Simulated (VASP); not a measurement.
A run of VASP 6.6.1:

Contents of INCAR:

```
ALGO = Fast
EDIFF = 1E-6
ENCUT = 520
GGA = PS
ISIF = 2
ISMEAR = 0
LASPH = True
LCHARG = False
LREAL = False
LWAVE = False
NBANDS = 42
NELM = 60
PREC = Accurate
SIGMA = 0.15
```

The input KPOINTS:

```
k-points
0
Gamma
  20 20 5
```

File POSCAR:

```
Au
1.0
   -2.0419343853     -2.0419343853      0.0000000000
    2.0419343853     -2.0419343853      0.0000000000
    0.0000000000      0.0000000000     12.2516063121
Au
6
Direct
    0.0000000000      0.0000000000      0.0000000000
    0.5000000000      0.5000000000      0.1666666667
    0.0000000000      0.0000000000      0.3333333333
    0.5000000000      0.5000000000      0.5000000000
    0.0000000000      0.0000000000      0.6666666667
    0.5000000000      0.5000000000      0.8333333333
```

Potentials or basis: VASP PAW PBE potentials, release 64 (Au).

The run is started by

```bash
$ cat potpaw_PBE.64/Au/POTCAR > POTCAR
$ mpirun -np 1 vasp_std > vasp.out
```

Hardware: 1 thread of AMD EPYC 9R14 (Zen 4) (shared host).

Q: Estimate the wall time of this run.

A: Run time: 8.6 min on 1 thread of AMD EPYC 9R14 (Zen 4), on a shared host, peak memory 0.62 GiB. Counts: scf iterations 13, k points 198.
